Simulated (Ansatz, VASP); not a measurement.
## Li2BrCl in VASP and in Ansatz

The input INCAR:

```
PREC = Accurate ; ENCUT = 520
EDIFF = 1E-7 ; ISMEAR = 0
SIGMA = 0.01 ; LREAL = F
LASPH = T ; NELM = 60
ALGO = Normal ; ISIF = 2
LWAVE = F ; LCHARG = T
GGA = PE ; LELF = T
LVHAR = T ; NBANDS = 18
```

Contents of KPOINTS:

```
regular mesh
0
Gamma
  8 8 8
```

POSCAR

```
Li2BrCl
1.0
    1.8760659209      1.0831471644      6.1164156592
   -1.8760659209      1.0831471644      6.1164156592
    0.0000000000     -2.1662943289      6.1164156591
Cl Br Li
1 1 2
Direct
    1.0000000000      0.0000000000      0.0000000000
    0.5000000000      0.5000000000      0.5000000000
    0.2543610291      0.2543610291      0.2543610291
    0.7456389709      0.7456389709      0.7456389709
```

Input for Ansatz:

```yaml
crystal:
  lattice:
    - [1.8760659209, 1.0831471644, 6.1164156592]
    - [-1.8760659209, 1.0831471644, 6.1164156592]
    - [0.0, -2.1662943289, 6.1164156591]
  atoms:
    - { symbol: Cl, position: [1.0, 0.0, 0.0] }
    - { symbol: Br, position: [0.5, 0.5, 0.5] }
    - { symbol: Li, position: [0.2543610291, 0.2543610291, 0.2543610291] }
    - { symbol: Li, position: [0.7456389709, 0.7456389709, 0.7456389709] }
kpoints:
  mp_grid: { grid: [8, 8, 8] }
  band_path:
    path:
      - [0.0, 0.0, 0.0]
      - [0.5, 0.5, 0.5]
      - [0.8124264309, 0.1875735691, 0.5]
      - [0.5, -0.1875735691, 0.1875735691]
      - [0.5, 0.0, 0.0]
      - [0.3437867845, -0.3437867845, 0.0]
      - [0.6562132155, 0.0, 0.3437867845]
      - [0.5, 0.0, 0.5]
    npoints: 1
hamiltonian:
  xc: pbe
scf:
  occupations: { method: fixed }
  n_extra_bands: 5
output:
  forces: true
  stress: true
  eigenvalues: true
```

Alike in both runs: task single point; functional PBE; k mesh 8 × 8 × 8; no spin polarisation.

|  | VASP | Ansatz |
| --- | --- | --- |
| version | VASP 6.6.1 | Ansatz 0.2.0 |
| potentials or method | VASP PAW PBE potentials, release 64 (Cl, Br, Li_sv) | plane waves, PAW |
| plane-wave cutoff (eV) | 520 | 420 |
| occupations | gaussian, width 0.01 eV | fixed |
| valence electrons in the cell | 20 | 20 |

Ansatz gave:

```
gap on the k mesh at the Fermi level (eV) : 5.08
```

Which values does VASP return?

gap on the k mesh at the Fermi level (eV): 5.10.

Noted on VASP's run: the cutoff is short for stress, so the pressure is rough.
